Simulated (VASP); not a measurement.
A run of VASP 6.6.1:

INCAR

```
SYSTEM = Sb2P3H
PREC = Accurate ; ENCUT = 600
EDIFF = 1E-6 ; ISMEAR = 0
SIGMA = 0.1 ; LREAL = .FALSE.
LASPH = .TRUE. ; NELM = 100
ALGO = Normal ; ISIF = 3
LWAVE = .FALSE. ; LCHARG = .FALSE.
GGA = PE ; IBRION = 2
NSW = 90 ; EDIFFG = -0.04
```

File KPOINTS:

```
regular mesh
0
G
  6 6 6
  0 0 0
```

The input POSCAR:

```
Sb2P3H
1.0
   -2.5633302637      2.5633302637      5.2307613617
    2.5633302637     -2.5633302637      5.2307613617
    2.5633302637      2.5633302637     -5.2307613617
Sb H P
2 1 3
Direct
    0.5000000000      0.0000000000      0.5000000000
    0.0000000000      0.5000000000      0.5000000000
    0.5000000000      0.5000000000      0.0000000000
    0.7500000000      0.2500000000      0.5000000000
    0.2500000000      0.7500000000      0.5000000000
    0.0000000000      0.0000000000      0.0000000000
```

Potentials or basis: VASP PAW PBE potentials, release 64 (Sb, H, P).

Launch:

```console
$ cat potpaw_PBE.64/Sb/POTCAR potpaw_PBE.64/H/POTCAR potpaw_PBE.64/P/POTCAR > POTCAR
$ mpirun -np 1 vasp_std > vasp.out
```

Hardware: 1 thread of Intel(R) Xeon(R) Platinum 8259CL CPU @ 2.50GHz (Skylake/Cascade Lake) (shared host).

Q: How long does it take, and how much memory?

A: Wall time 5.2 min on 1 thread of Intel(R) Xeon(R) Platinum 8259CL CPU @ 2.50GHz (Skylake/Cascade Lake), on a shared host, peak memory 0.45 GiB. Counts: scf iterations 28, k points 30, ion steps 3.
